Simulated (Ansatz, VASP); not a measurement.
# One calculation of AlN, two programs

```xyz
2
Lattice="0.0000 2.1394 2.1394 2.1394 0.0000 2.1394 2.1394 2.1394 0.0000" Properties=species:S:1:pos:R:3 pbc="T T T"
Al    0.0000    0.0000    0.0000
N     1.0697    1.0697    1.0697
```

Alike in both runs: task single point; functional RPBE; dispersion D3(BJ); k mesh 10 × 10 × 10; occupations fermi-dirac, width 0.05 eV; no spin polarisation.

```csv
,VASP,Ansatz
version,VASP 6.6.1,Ansatz 0.2.0
potentials or method,"VASP PAW PBE potentials, release 64 (Al, N)",Ansatz PAW
plane-wave cutoff (eV),600,420
valence electrons in the cell,8,8
```

|  | VASP | Ansatz | Ansatz less VASP |
| --- | --- | --- | --- |
| gap on the k mesh at the Fermi level (eV) | 3.39 | 3.40 | +0.005 |
| least direct gap on the mesh (eV) | 4.79 | 4.76 | -0.029 |
| pressure (GPa) | -0.9 | -0.1 | +0.82 |

VASP's potentials were made for PBE, not for RPBE.
